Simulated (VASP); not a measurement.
# LiCl in VASP: a series of runs, part 2 of 2

VASP 6.6.1. Earlier steps stand in the parts before.

**3. Single point, PBE (strain along [111] -5.0%)**

INCAR reads:

```
SYSTEM = LiCl
PREC = Accurate
ENCUT = 520
EDIFF = 1E-7
ISMEAR = -1
SIGMA = 0.02
LREAL = .FALSE.
LASPH = .TRUE.
NELM = 60
ALGO = Normal
ISIF = 2
LWAVE = .FALSE.
LCHARG = .FALSE.
GGA = PE
NBANDS = 12
```

KPOINTS reads:

```
regular mesh
0
G
  8 8 8
  0 0 0
```

POSCAR reads:

```
LiCl
1.0
   -0.0852012331      2.4708357595      2.4708357595
    2.4708357595     -0.0852012331      2.4708357595
    2.4708357595      2.4708357595     -0.0852012331
Li Cl
1 1
Direct
    0.0000000000      0.0000000000      0.0000000000
    0.5000000000      0.5000000000      0.5000000000
```

Potentials or basis: VASP PAW PBE potentials, release 64 (Li_sv, Cl).

Command:

```bash
> cat potpaw_PBE.64/Li_sv/POTCAR potpaw_PBE.64/Cl/POTCAR > POTCAR
> mpirun -np 1 vasp_std > vasp.out
```

OUTCAR:

```text
SYSTEM = LiCl
   PREC = Accurate
   ENCUT = 520
   EDIFF = 1E-7
   ISMEAR = -1
   LREAL = .FALSE.
   LASPH = .TRUE.
   NELM = 60
   ISIF = 2
   GGA = PE

 ion  position               nearest neighbor table
   1  0.000  0.000  0.000-   2 2.51   2 2.51   2 2.51   2 2.51   2 2.51   2 2.51
   2  0.500  0.500  0.500-   1 2.51   1 2.51   1 2.51   1 2.51   1 2.51   1 2.51

  LATTYP: Found a trigonal (rhomboedric) cell.
 ALAT       =     3.4953280177
 COS(alpha) =     0.4652406417

  Lattice vectors:

 A1 = (  -0.0852012331,   2.4708357595,   2.4708357595)
 A2 = (   2.4708357595,  -0.0852012331,   2.4708357595)
 A3 = (   2.4708357595,   2.4708357595,  -0.0852012331)

Analysis of symmetry for initial positions (statically):
=====================================================================
 Subroutine PRICEL returns:
 Original cell was already a primitive cell.

 Routine SETGRP: Setting up the symmetry group for a
 trigonal (rhombohedral) supercell.

 Subroutine GETGRP returns: Found 12 space group operations
 (whereof 12 operations were pure point group operations)
 out of a pool of 12 trial point group operations.

The static configuration has the point symmetry D_3d.

Analysis of symmetry for dynamics (positions and initial velocities):
=====================================================================
 Subroutine PRICEL returns:
 Original cell was already a primitive cell.

 Routine SETGRP: Setting up the symmetry group for a
 trigonal (rhombohedral) supercell.

 Subroutine GETGRP returns: Found 12 space group operations
 (whereof 12 operations were pure point group operations)
 out of a pool of 12 trial point group operations.

The dynamic configuration has the point symmetry D_3d.

 Subroutine INISYM returns: Found 12 space group operations
 (whereof 12 operations are pure point group operations),
 and found     1 'primitive' translations

[... 123 lines left out ...]
   LEPSILON=     F    determine dielectric tensor
   LRPA    =     F    only Hartree local field effects (RPA)
 non-spin polarized calculation
  energy-cutoff  :      520.00
  volume of cell :       31.73
 maximum number of plane-waves:       872
 NGX is ok and might be reduce to    28
   NGX = 13   NGY = 13   NGZ = 13

 number of electron      10.0000000 magnetization

 number of electron       9.9999998 magnetization

 Free energy of the ion-electron system (eV)
  ---------------------------------------------------
  ext. energy  EPLUGINS =         0.00000000
  ---------------------------------------------------
  free energy    TOTEN  =        -7.35768902 eV

  energy without entropy =       -7.35768902  energy(sigma->0) =       -7.35768902

 E-fermi :   1.7601     XC(G=0):  -8.9993

 val. band max:        1.2747758430   @ k =   0.0000   0.0000   0.0000
 cond. band min:       7.6221395861   @ k =   0.5000   0.5000   0.5000
 fundamental gap:      6.3473637431
 Fermi energy:         1.7601134950

 k-point     1 :       0.0000    0.0000    0.0000
  band No.  band energies     occupation
      1     -42.3708      2.00000
      2     -12.5613      2.00000
      3       0.9628      2.00000
      4       0.9628      2.00000
      5       1.2748      2.00000
      6       7.7548      0.00000
      7      12.7586      0.00000
      8      12.7586      0.00000
      9      13.6809      0.00000
     10      15.8818      0.00000
     11      15.8818      0.00000
     12      15.9122      0.00000
[... 331 lines left out ...]
 k-point    24 :       0.3750    0.1250    0.1250
  band No.  band energies     occupation
      1     -42.3681      2.00000
      2     -12.1023      2.00000
      3      -1.0728      2.00000
      4       0.4584      2.00000
      5       0.8896      2.00000
      6       8.9253      0.00000
      7      11.2052      0.00000
      8      11.5557      0.00000
      9      12.3334      0.00000
     10      14.5486      0.00000
     11      17.3391      0.00000
     12      18.1508      0.00000

 [... further k-points ...]

------------------------ aborting loop because EDIFF is reached ----------------------------------------

  FORCE on cell =-STRESS in cart. coord.  units (eV):
  Direction    XX          YY          ZZ          XY          YZ          ZX
  --------------------------------------------------------------------------------------
  -------------------------------------------------------------------------------------
  Total        0.5270518      0.5270518      0.5270518      0.1781470      0.1781470      0.1781470
  in kB       26.6139224     26.6139224     26.6139224      8.9956799      8.9956799      8.9956799
  external PRESSURE =      26.6139224 kB  Pullay stress =       0.0000000 kB

 VOLUME and BASIS-vectors are now :
 -----------------------------------------------------------------------------
  energy-cutoff  :      520.00
  volume of cell :       31.73
      direct lattice vectors                 reciprocal lattice vectors
    -0.085201233  2.470835759  2.470835759    -0.192183474  0.199047170  0.199047170
     2.470835759 -0.085201233  2.470835759     0.199047170 -0.192183474  0.199047170
     2.470835759  2.470835759 -0.085201233     0.199047170  0.199047170 -0.192183474

 POSITION                                       TOTAL-FORCE (eV/Angst)
 -----------------------------------------------------------------------------------
      0.00000      0.00000      0.00000        -0.000000      0.000000      0.000000
      2.42824      2.42824      2.42824         0.000000     -0.000000     -0.000000
 -----------------------------------------------------------------------------------
    total drift:                                0.000000      0.000000      0.000000

  FREE ENERGIE OF THE ION-ELECTRON SYSTEM (eV)
  ---------------------------------------------------
  free  energy   TOTEN  =        -7.3576890178 eV

  energy  without entropy=       -7.3576890178  energy(sigma->0) =       -7.35768902
```

OSZICAR:

```text
N       E                     dE             d eps       ncg     rms          rms(c)
DAV:   1     0.393223329749E+02    0.39322E+02   -0.41506E+03  1560   0.771E+02
DAV:   2    -0.520855025868E+01   -0.44531E+02   -0.42670E+02  2008   0.143E+02
DAV:   3    -0.737200448534E+01   -0.21635E+01   -0.21568E+01  2088   0.322E+01
DAV:   4    -0.741777438689E+01   -0.45770E-01   -0.45751E-01  2120   0.475E+00
DAV:   5    -0.741838886496E+01   -0.61448E-03   -0.61447E-03  2120   0.496E-01    0.248E+00
DAV:   6    -0.735331555583E+01    0.65073E-01   -0.13555E-01  1912   0.175E+00    0.177E+00
DAV:   7    -0.735417069449E+01   -0.85514E-03   -0.47564E-02  2308   0.116E+00    0.940E-01
DAV:   8    -0.735767395032E+01   -0.35033E-02   -0.57671E-03  1844   0.522E-01    0.154E-01
DAV:   9    -0.735763576849E+01    0.38182E-04   -0.16915E-04  1944   0.902E-02    0.480E-02
DAV:  10    -0.735769048167E+01   -0.54713E-04   -0.94496E-05  1804   0.656E-02    0.481E-02
DAV:  11    -0.735768896326E+01    0.15184E-05   -0.11464E-05  1992   0.212E-02    0.247E-03
DAV:  12    -0.735768901783E+01   -0.54572E-07   -0.36515E-07  1948   0.461E-03
   1 F= -.73576890E+01 E0= -.73576890E+01  d E =-.657697E-13
```

Wall time 9.7 s (1 thread of Intel Xeon 6975P-C (Granite Rapids), shared host); peak memory 0.15 GiB.

Results:

```yaml
Free_energy: -7.3577 eV
Band_gap_on_the_k_mesh: 6.35 eV, indirect (least direct gap 6.48 eV)
```

Caveat: the cell differs from its parent crystal (strain along [111] -5.0%); the cutoff is under 1.25 times the usual one of these potentials, so pressure, stress and relaxed cells hold a basis-set (Pulay) error.

**4. Single point, PBE (shear xy strain +2.0%)**

INCAR reads:

```
SYSTEM = LiCl
  ALGO = Normal
  EDIFF = 1E-6
  ENCUT = 520
  GGA = PE
  ISIF = 2
  ISMEAR = -1
  LASPH = .TRUE.
  LCHARG = .TRUE.
  LELF = .TRUE.
  LREAL = .FALSE.
  LVHAR = .TRUE.
  LWAVE = .FALSE.
  NBANDS = 12
  NELM = 80
  PREC = Accurate
  SIGMA = 0.02
```

KPOINTS reads:

```
k-points
0
G
  8 8 8
  0 0 0
```

POSCAR reads:

```
LiCl
1.0
    0.0255603699      2.5560369926      2.5560369926
    2.5560369926      0.0255603699      2.5560369926
    2.5815973625      2.5815973625      0.0000000000
Li Cl
1 1
Direct
    0.0000000000      0.0000000000      0.0000000000
    0.5000000000      0.5000000000      0.5000000000
```

Command:

```bash
> cat potpaw_PBE.64/Li_sv/POTCAR potpaw_PBE.64/Cl/POTCAR > POTCAR
> mpirun -np 1 vasp_std > vasp.out
```

It took 14 s on 1 thread of Intel Xeon 6975P-C (Granite Rapids), shared host; peak memory 0.17 GiB.

It converged, with:

* Free energy: -7.3835 eV
* Band gap on the k mesh: 6.34 eV, direct

Levels at points of the mesh, in eV from the valence-band top:
| k point | band 2 | band 3 | band 4 | band 5 | band 6 | band 7 | band 8 | band 9 |
| --- | --- | --- | --- | --- | --- | --- | --- | --- |
| (0.00, 0.00, 0.00) | -13.50 | -0.12 | -0.06 | 0.00 | 6.34 | 11.72 | 11.89 | 12.05 |
| (0.50, 0.00, 0.00) | -12.89 | -2.91 | -0.37 | -0.33 | 6.66 | 9.31 | 9.44 | 13.10 |
| (0.50, 0.50, 0.00) | -12.66 | -3.00 | -1.27 | -1.09 | 7.82 | 8.25 | 12.46 | 14.09 |
| (0.00, 0.00, 0.50) | -12.93 | -2.93 | -0.31 | -0.27 | 6.76 | 9.45 | 9.58 | 12.94 |
| (0.50, 0.00, 0.50) | -12.66 | -3.00 | -1.18 | -1.18 | 7.85 | 8.22 | 12.45 | 14.14 |

Caveat: the cell differs from its parent crystal (shear xy strain +2.0%); the cutoff is under 1.25 times the usual one of these potentials, so pressure, stress and relaxed cells hold a basis-set (Pulay) error. A k mesh can miss the band edges.

**5. Single point, r2SCAN (uniaxial x strain -0.5%)**

POSCAR reads:

```
LiCl
1.0
    0.0000000000      2.5560369926      2.5560369926
    2.5432568076      0.0000000000      2.5560369926
    2.5432568076      2.5560369926      0.0000000000
Li Cl
1 1
Direct
    0.0000000000      0.0000000000      0.0000000000
    0.5000000000      0.5000000000      0.5000000000
```

INCAR.step1 reads:

```
ALGO = Normal
EDIFF = 1E-4
ENCUT = 520
GGA = PE
ISMEAR = 0
LASPH = True
LCHARG = False
LREAL = False
LWAVE = True
NBANDS = 12
NELM = 60
PREC = Accurate
SIGMA = 0.01
```

INCAR.step2 reads:

```
ALGO = Normal
EDIFF = 1E-6
ENCUT = 520
ISIF = 2
ISMEAR = 0
ISTART = 1
LASPH = True
LCHARG = False
LMIXTAU = True
LREAL = False
LWAVE = False
METAGGA = R2SCAN
NBANDS = 12
NELM = 60
PREC = Accurate
SIGMA = 0.01
```

KPOINTS reads:

```
k-points
0
Gamma
  8 8 8
```

Command:

```bash
> cat potpaw_PBE.64/Li_sv/POTCAR potpaw_PBE.64/Cl/POTCAR > POTCAR
> cp INCAR.step1 INCAR
> mpirun -np 1 vasp_std > vasp.out
> cp INCAR.step2 INCAR
> mpirun -np 1 vasp_std > vasp.out
```

Run time: 47 s. Hardware: 1 thread of Intel Xeon 6975P-C (Granite Rapids), shared host; peak memory 0.16 GiB.

Results (log left out):

* Free energy: -12.5883 eV
* Band gap on the k mesh: 7.39 eV, direct

Levels at points of the mesh, in eV from the valence-band top:
```
           k point  band 3  band 4  band 5  band 6  band 7  band 8
(0.00, 0.00, 0.00)   -0.01    0.00    0.00    7.39   12.66   12.66
(0.50, 0.00, 0.00)   -2.91   -0.29   -0.28    7.55   10.29   10.34
(0.50, 0.50, 0.00)   -3.01   -1.17   -1.14    8.80    8.91   13.68
(0.00, 0.50, 0.50)   -3.01   -1.17   -1.17    8.79    8.88   13.76
```

Caveat: the cell differs from its parent crystal (uniaxial x strain -0.5%); the cutoff is under 1.25 times the usual one of these potentials, so pressure, stress and relaxed cells hold a basis-set (Pulay) error; the PAW data sets were made with another functional, which shifts forces and pressure a little. A k mesh can miss the band edges.

**6. Overview**

| level | cell | smearing | gap on the mesh (eV) |
| --- | --- | --- | --- |
| PBE | a = 3.651, b = 3.651, c = 3.615 Å, angles 60.3, 60.3, 59.3°, 2 atoms | fermi-dirac 0.02 eV | 6.25 |
| PBE | a = 3.495 Å, angles 62.3°, 2 atoms | fermi-dirac 0.02 eV | 6.35 |
| PBE | a = 3.615, b = 3.615, c = 3.651 Å, angles 59.7, 59.7, 59.3°, 2 atoms | fermi-dirac 0.02 eV | 6.34 |
| r2SCAN | a = 3.615, b = 3.606, c = 3.606 Å, angles 60.2, 59.9, 59.9°, 2 atoms | gaussian 0.01 eV | 7.39 |

Alike in all rows: task single point; potentials or basis VASP PAW PBE potentials, release 64 (Li_sv, Cl); no spin polarisation; k mesh 8 × 8 × 8; cutoff (eV) 520.

Caveats: the cutoff is under 1.25 times the usual one of these potentials, so pressure, stress and relaxed cells hold a basis-set (Pulay) error; the PAW data sets were made with another functional, which shifts forces and pressure a little (some runs).

Total energies depend on the potentials used, so only differences within one code and one set of settings carry meaning.
